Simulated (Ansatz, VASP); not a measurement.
One calculation of Rh, two programs

```
Rh
1.0
     2.64905    0.00000    0.00000
    -1.32452    2.29414    0.00000
     0.00000    0.00000    4.56134
Rh
2
Direct
  0.66667 0.33333 0.75000
  0.33333 0.66667 0.25000
```

Change from the starting cell: strain -0.030 along x and y, +0.030 along z, atoms carried along.

Alike in both runs: task single point; functional PBEsol; k mesh 18 × 18 × 12; occupations gaussian, width 0.15 eV; no spin polarisation.

```csv
,VASP,Ansatz
version,VASP 6.6.1,Ansatz 0.2.0
potentials or method,"VASP PAW PBE potentials, release 64 (Rh_pv), cutoff 500 eV","scalar-relativistic, plane waves, PAW"
valence electrons in the cell,30,34
```

VASP gave:

| Quantity | Value |
| --- | --- |
| gap on the k mesh at the Fermi level (eV) | none |
| pressure (GPa) | -5.2 |
| traceless stress, the component that is largest in VASP (GPa) | -11.51 |

Q: What did Ansatz give for the same quantities?

A: gap on the k mesh at the Fermi level (eV): none; pressure (GPa): -5.1; traceless stress, the component that is largest in VASP (GPa): -11.49.

VASP's potentials were made for PBE, not for PBEsol. A gap of «none» marks a metal or a gap that the smearing closes. The functional is the same, so the differences come from potentials, cutoffs and numerics. VASP's potentials hold 30 valence electrons a cell and Ansatz's 34, so a difference there can come from the potentials and not from the codes.
